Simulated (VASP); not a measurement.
# Ga12As5P7 (an interface model) in VASP: single point with PBEsol

Aim: the single point of Ga12As5P7 (an interface model) with PBEsol.

Program: VASP 6.6.1. These are calculated values, not measurements. Logs are shortened: lines on timing, memory, paths and dates and some standing lists are left out, and cuts for length are marked.

### Step 1. The cell of the first run

The cell holds layers of an interface, 24 atoms: a = 3.846 Å, b = 5.438 Å, c = 23.759 Å, α = 90.00°, β = 90.00°, γ = 90.00°.

### Step 2. Single point, PBEsol

The input, INCAR:

```
SYSTEM = Ga12As5P7
ALGO = Normal
EDIFF = 1E-6
ENCUT = 400
GGA = PS
GGA_COMPAT = .False.
ISIF = 2
ISMEAR = -1
LASPH = .True.
LCHARG = .True.
LELF = .True.
LREAL = .False.
LVHAR = .True.
LWAVE = .False.
NBANDS = 126
NELM = 120
PREC = Accurate
SIGMA = 0.05
```

The input, KPOINTS:

```
k-points
0
Gamma
  6 4 1
  0 0 0
```

The input, POSCAR:

```
Ga12As5P7
1.0
    2.7192440000     -2.7192440000      0.0000000000
    0.0000000000      0.0000000000      5.4384880000
  -16.8000210000    -16.8000210000      0.0000000000
Ga P As
12 7 5
Direct
    0.0000000000      0.0000000000      0.6762810000
    0.0000000000      0.0000000000      0.3467930000
    0.0000000000      0.0000000000      0.0000000000
    0.0000000000      0.0000000000      0.8381400000
    0.0000000000      0.0000000000      0.5144210000
    0.0000000000      0.0000000000      0.1733970000
    0.5000000000      0.5000000000      0.9190700000
    0.5000000000      0.5000000000      0.5953510000
    0.5000000000      0.5000000000      0.2600950000
    0.5000000000      0.5000000000      0.7572110000
    0.5000000000      0.5000000000      0.4334920000
    0.5000000000      0.5000000000      0.0866980000
    0.0000000000      0.2500000000      0.9190700000
    0.0000000000      0.2500000000      0.5953510000
    0.0000000000      0.2500000000      0.7572110000
    0.0000000000      0.2500000000      0.4334920000
    0.5000000000      0.7500000000      0.8381400000
    0.5000000000      0.7500000000      0.5144210000
    0.5000000000      0.7500000000      0.6762810000
    0.0000000000      0.2500000000      0.2600950000
    0.0000000000      0.2500000000      0.0866980000
    0.5000000000      0.7500000000      0.1733970000
    0.5000000000      0.7500000000      0.3467930000
    0.5000000000      0.7500000000      0.0000000000
```

Potentials or basis: VASP PAW PBE potentials, release 64 (Ga_d, P, As).

The run is started by

```
> cat potpaw_PBE.64/Ga_d/POTCAR potpaw_PBE.64/P/POTCAR potpaw_PBE.64/As/POTCAR > POTCAR
> mpirun -np 1 vasp_std > vasp.out
```

OUTCAR:

```text
SYSTEM = Ga12As5P7
   EDIFF = 1E-6
   ENCUT = 400
   GGA = PS
   ISIF = 2
   ISMEAR = -1
   LASPH = .True.
   LREAL = .False.
   NELM = 120
   PREC = Accurate

 ion  position               nearest neighbor table
   1  0.000  0.000  0.676-  19 2.35  19 2.35  15 2.35  14 2.35
   2  0.000  0.000  0.347-  23 2.35  23 2.35  20 2.47  16 2.47
   3  0.000  0.000  0.000-  24 2.35  24 2.35  13 2.35  21 2.47
   4  0.000  0.000  0.838-  15 2.35  17 2.35  17 2.35  13 2.35
   5  0.000  0.000  0.514-  16 2.35  18 2.35  18 2.35  14 2.35
   6  0.000  0.000  0.173-  22 2.35  22 2.35  20 2.47  21 2.47
[... 16 lines left out ...]
  23  0.500  0.750  0.347-   2 2.35   2 2.35   9 2.47  11 2.47
  24  0.500  0.750  0.000-   3 2.35   3 2.35   7 2.35  12 2.47

  LATTYP: Found a simple orthorhombic cell.
 ALAT       =     3.8455917442
 B/A-ratio  =     1.4142135624
 C/A-ratio  =     6.1781954837

  Lattice vectors:

 A1 = (   2.7192440000,  -2.7192440000,   0.0000000000)
 A2 = (   0.0000000000,   0.0000000000,   5.4384880000)
 A3 = ( -16.8000210000, -16.8000210000,   0.0000000000)

Analysis of symmetry for initial positions (statically):
=====================================================================
 Subroutine PRICEL returns:
 Original cell was already a primitive cell.

 Routine SETGRP: Setting up the symmetry group for a
 simple orthorhombic supercell.

 Subroutine GETGRP returns: Found  2 space group operations
 (whereof  2 operations were pure point group operations)
 out of a pool of  8 trial point group operations.

The static configuration has the point symmetry C_1h.

Analysis of symmetry for dynamics (positions and initial velocities):
=====================================================================
 Subroutine PRICEL returns:
 Original cell was already a primitive cell.

 Routine SETGRP: Setting up the symmetry group for a
 simple orthorhombic supercell.

 Subroutine GETGRP returns: Found  2 space group operations
 (whereof  2 operations were pure point group operations)
 out of a pool of  8 trial point group operations.

The dynamic configuration has the point symmetry C_1h.

 Subroutine INISYM returns: Found  2 space group operations
 (whereof  2 operations are pure point group operations),
 and found     1 'primitive' translations

----------------------------------------------------------------------------------------

                                     Primitive cell

  volume of cell :     496.8968

  direct lattice vectors                    reciprocal lattice vectors
     2.719244000 -2.719244000  0.000000000     0.183874636 -0.183874636  0.000000000
     0.000000000  0.000000000  5.438488000     0.000000000  0.000000000  0.183874636
   -16.800021000-16.800021000  0.000000000    -0.029761868 -0.029761868  0.000000000

  length of vectors
     3.845591744  5.438488000 23.758817546     0.260038004  0.183874636  0.042089637

  position of ions in fractional coordinates (direct lattice)
     0.000000000  0.000000000  0.676281000
     0.000000000  0.000000000  0.346793000
     0.000000000  0.000000000  0.000000000
     0.000000000  0.000000000  0.838140000
     0.000000000  0.000000000  0.514421000
     0.000000000  0.000000000  0.173397000
[... 16 lines left out ...]
     0.500000000  0.750000000  0.346793000
     0.500000000  0.750000000  0.000000000

  ion indices of the primitive-cell ions
   primitive index   ion index
                 1           1
                 2           2
                 3           3
                 4           4
                 5           5
                 6           6
[... 16 lines left out ...]
                23          23
                24          24

----------------------------------------------------------------------------------------

 KPOINTS: k-points

Automatic generation of k-mesh.
 Grid dimensions read from file:
 generate k-points for:    6    4    1

 Generating k-lattice:

  Cartesian coordinates                     Fractional coordinates (reciprocal lattice)
     0.030645773 -0.030645773  0.000000000     0.166666667  0.000000000  0.000000000
     0.000000000  0.000000000  0.045968659     0.000000000  0.250000000  0.000000000
    -0.029761868 -0.029761868  0.000000000     0.000000000  0.000000000  1.000000000

  Length of vectors
     0.043339667  0.045968659  0.042089637

  Shift w.r.t. Gamma in fractional coordinates (k-lattice)
     0.000000000  0.000000000  0.000000000

 Subroutine IBZKPT returns following result:
 ===========================================

 Found     12 irreducible k-points:

 Following reciprocal coordinates:
            Coordinates               Weight
  0.000000  0.000000  0.000000      1.000000
  0.166667  0.000000  0.000000      2.000000
  0.333333  0.000000  0.000000      2.000000
  0.500000  0.000000  0.000000      1.000000
  0.000000  0.250000  0.000000      2.000000
  0.166667  0.250000  0.000000      4.000000
  0.333333  0.250000  0.000000      4.000000
  0.500000  0.250000  0.000000      2.000000
  0.000000  0.500000  0.000000      1.000000
  0.166667  0.500000  0.000000      2.000000
  0.333333  0.500000  0.000000      2.000000
  0.500000  0.500000  0.000000      1.000000
   k-points           NKPTS =     12   k-points in BZ     NKDIM =     12   number of bands    NBANDS=    126
   number of dos      NEDOS =    301   number of ions     NIONS =     24
   total plane-waves  NPLWV = 161280
   dimension x,y,z NGX =    28 NGY =   36 NGZ =  160
   dimension x,y,z NGXF=    56 NGYF=   72 NGZF=  320
   ions per type =              12   7   5
   NGX,Y,Z   is equivalent  to a cutoff of  12.10, 11.00, 11.20 a.u.
   NGXF,Y,Z  is equivalent  to a cutoff of  24.21, 22.01, 22.39 a.u.
 SYSTEM =  Ga12As5P7
   PREC   = accura    normal or accurate (medium, high low for compatibility)
   ISTART =      0    job   : 0-new  1-cont  2-samecut
   ICHARG =      2    charge: 1-file 2-atom 10-const
   ISPIN  =      1    spin polarized calculation?
   LNONCOLLINEAR =      F non collinear calculations
   LSORBIT =      F    spin-orbit coupling
   LASPH  =      T    aspherical Exc in radial PAW
   ENCUT  =  400.0 eV  29.40 Ry    5.42 a.u.   6.27  8.87 38.74*2*pi/ulx,y,z
   NELM   =    120;   NELMIN=  2; NELMDL= -5     # of ELM steps
   EDIFF  = 0.1E-05   stopping-criterion for ELM
   LREAL  =      F    real-space projection
   EDIFFG = 0.1E-04   stopping-criterion for IOM
   NSW    =      0    number of steps for IOM
   IBRION =     -1    ionic relax: 0-MD 1-quasi-New 2-CG
   NFREE  =      0    steps in history (QN), initial steepest desc. (CG)
   ISIF   =      2    stress and relaxation
   ISYM   =      2    0-nonsym 1-usesym 2-fastsym
   POTIM  = 0.5000    time-step for ionic-motion
   TEBEG  =    0.0;   TEEND  =   0.0 temperature during run
   PSTRESS=    0.0 pullay stress
   NELECT =     216.0000    total number of electrons
   NUPDOWN=      -1.0000    fix difference up-down
   EMIN   =  10.00;   EMAX   =-10.00  energy-range for DOS
   EFERMI =   0.00;   METHOD = LEGACY
   ISMEAR =    -1;   SIGMA  =   0.05  broadening in eV -4-tet -1-fermi 0-gaus
   EFERMI_NEDOS =   21; number of points for ismear=-14 and -15
   IALGO  =     38    algorithm
   IMIX   =      4    mixing-type and parameters
     AMIX     =   0.40;   BMIX     =  1.00
     AMIX_MAG =   1.60;   BMIX_MAG =  1.00
  volume/ion in A,a.u.               =      20.70       139.72
  Fermi-wavevector in a.u.,A,eV,Ry     =   1.240140  2.343525 20.925040  1.537947
  Thomas-Fermi vector in A             =   2.374593
   LORBIT       =      0    0 simple, 1 ext, 2 COOP (PROOUT), +10 PAW based schemes
   GGA     = PS    functional components
   LHFCALC =     F    Hartree Fock is set to
   AEXX    =    0.0000 exact exchange contribution
   IVDW    =     0    specifies the selected vdW correction
   LEPSILON=     F    determine dielectric tensor
   LRPA    =     F    only Hartree local field effects (RPA)
 non-spin polarized calculation
  energy-cutoff  :      400.00
  volume of cell :      496.90
 maximum number of plane-waves:      9066
 NGX is ok and might be reduce to    28
   NGX = 13   NGY = 17   NGZ = 77

 number of electron     215.9999944 magnetization

 Free energy of the ion-electron system (eV)
  ---------------------------------------------------
  ext. energy  EPLUGINS =         0.00000000
  ---------------------------------------------------
  free energy    TOTEN  =      -114.31065923 eV

  energy without entropy =     -114.31065588  energy(sigma->0) =     -114.31065755

 E-fermi :   5.1071     XC(G=0): -10.0231

 val. band max:        4.5741447338   @ k =   0.0000   0.0000   0.0000
 cond. band min:       5.6853104735   @ k =   0.5000   0.5000   0.0000
 fundamental gap:      1.1111657398
 Fermi energy:         5.1071258156

 k-point     1 :       0.0000    0.0000    0.0000
  band No.  band energies     occupation
      1     -10.3948      2.00000
      2     -10.3654      2.00000
      3     -10.3406      2.00000
      4     -10.3224      2.00000
      5     -10.3126      2.00000
      6     -10.3009      2.00000
[... 112 lines left out ...]
    119       7.3515      0.00000
    120       7.4845      0.00000

 k-point     2 :       0.1667    0.0000    0.0000
  band No.  band energies     occupation
      1     -10.3943      2.00000
      2     -10.3660      2.00000
      3     -10.3481      2.00000
      4     -10.3279      2.00000
      5     -10.3187      2.00000
      6     -10.3075      2.00000
[... 1226 lines left out ...]
      3     -10.3663      2.00000
      4     -10.3613      2.00000
      5     -10.3425      2.00000
      6     -10.3309      2.00000
[... 112 lines left out ...]
    119       8.5493      0.00000
    120       8.5735      0.00000
 [bands above 120 left out]

------------------------ aborting loop because EDIFF is reached ----------------------------------------

  FORCE on cell =-STRESS in cart. coord.  units (eV):
  Direction    XX          YY          ZZ          XY          YZ          ZX
  --------------------------------------------------------------------------------------
  -------------------------------------------------------------------------------------
  Total        4.8332503      4.8332503      6.8153608     -8.1546538     -0.1711266     -0.1711266
  in kB       15.5841706     15.5841706     21.9752214    -26.2935929     -0.5517749     -0.5517749
  external PRESSURE =      17.7145209 kB  Pullay stress =       0.0000000 kB

 VOLUME and BASIS-vectors are now :
 -----------------------------------------------------------------------------
  energy-cutoff  :      400.00
  volume of cell :      496.90
      direct lattice vectors                 reciprocal lattice vectors
     2.719244000 -2.719244000  0.000000000     0.183874636 -0.183874636  0.000000000
     0.000000000  0.000000000  5.438488000     0.000000000  0.000000000  0.183874636
   -16.800021000-16.800021000  0.000000000    -0.029761868 -0.029761868  0.000000000

 POSITION                                       TOTAL-FORCE (eV/Angst)
 -----------------------------------------------------------------------------------
    -11.36154    -11.36154      0.00000         0.002817      0.002817     -0.003771
     -5.82613     -5.82613      0.00000        -0.314191     -0.314191      0.957975
      0.00000      0.00000      0.00000        -0.021408     -0.021408      0.748728
    -14.08077    -14.08077      0.00000        -0.002041     -0.002041     -0.021280
     -8.64228     -8.64228      0.00000         0.023075      0.023075     -0.023623
     -2.91307     -2.91307      0.00000         0.003051      0.003051      0.656018
[... 16 lines left out ...]
     -4.46651     -7.18575      4.07887        -0.005681     -0.005681     -0.693422
      1.35962     -1.35962      4.07887        -0.555695     -0.555695     -0.306560
 -----------------------------------------------------------------------------------
    total drift:                               -0.000829     -0.000829      0.002074

  FREE ENERGIE OF THE ION-ELECTRON SYSTEM (eV)
  ---------------------------------------------------
  free  energy   TOTEN  =      -114.3106592271 eV

  energy  without entropy=     -114.3106558819  energy(sigma->0) =     -114.31065755
```

Run time: 21 min. Hardware: 1 thread of AMD EPYC 7R13, shared host; peak memory 0.6 GiB.

Results:

* Free energy: -114.3107 eV
* Pressure: 1.8 GPa
* Largest force: 1.056 eV/Å
* Band gap on the k mesh: 1.11 eV

Forces in eV/Å, atoms in the order of the input:
```
Ga   0.003  0.003 -0.004
Ga  -0.314 -0.314  0.958
Ga  -0.021 -0.021  0.749
Ga  -0.002 -0.002 -0.021
Ga   0.023  0.023 -0.024
Ga   0.003  0.003  0.656
Ga   0.428  0.428 -0.462
Ga   0.004  0.004 -0.018
Ga   0.000  0.000  0.667
Ga   0.000  0.000  0.002
Ga   0.020  0.020 -0.119
Ga  -0.009 -0.009  0.676
P   -0.005 -0.005  0.059
P   -0.002 -0.002  0.012
P   -0.006 -0.006  0.006
P    0.431  0.431 -0.191
P    0.014  0.014  0.002
P    0.031  0.031  0.060
P    0.004  0.004  0.005
As  -0.013 -0.013 -0.651
As  -0.026 -0.026 -0.698
As   0.001  0.001 -0.662
As  -0.006 -0.006 -0.693
As  -0.556 -0.556 -0.307
```

Stress tensor (GPa, compression positive):
```
 1.56 -2.63 -0.06
-2.63  1.56 -0.06
-0.06 -0.06  2.20
```

Caveat: the PAW data sets were made with another functional, which shifts forces and pressure a little.
